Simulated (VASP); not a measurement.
CuO:

```
Cu O
1.0
     4.16094    0.00000    0.00000
     0.00000    4.16094    0.00000
     0.00000    0.00000    3.88764
Cu O
3 3
Direct
  0.50000 0.00000 0.50000
  0.00000 0.50000 0.50000
  0.00000 0.00000 0.00000
  0.00000 0.00000 0.50000
  0.50000 0.00000 0.00000
  0.00000 0.50000 0.00000
```

Base run:

```yaml
Program: VASP 6.6.1
Functional: PBE
Potentials_or_basis: VASP PAW PBE potentials, release 64 (Cu, O)
Cutoff: 520 eV
k_mesh: 7 × 7 × 7
Occupations: fermi-dirac, width 0.05 eV
Spin: no spin polarisation
```

Its results: pressure 2.3 GPa.

Task: The run is repeated on the same cell with these changes: functional from PBE to r2SCAN. What comes out?

Result: Pressure -4.0 GPa.

Caveats: an odd number of electrons without spin polarisation forces a metal; a magnetic or distorted state may lie lower; the PAW data sets were made with another functional, which shifts forces and pressure a little (some runs).
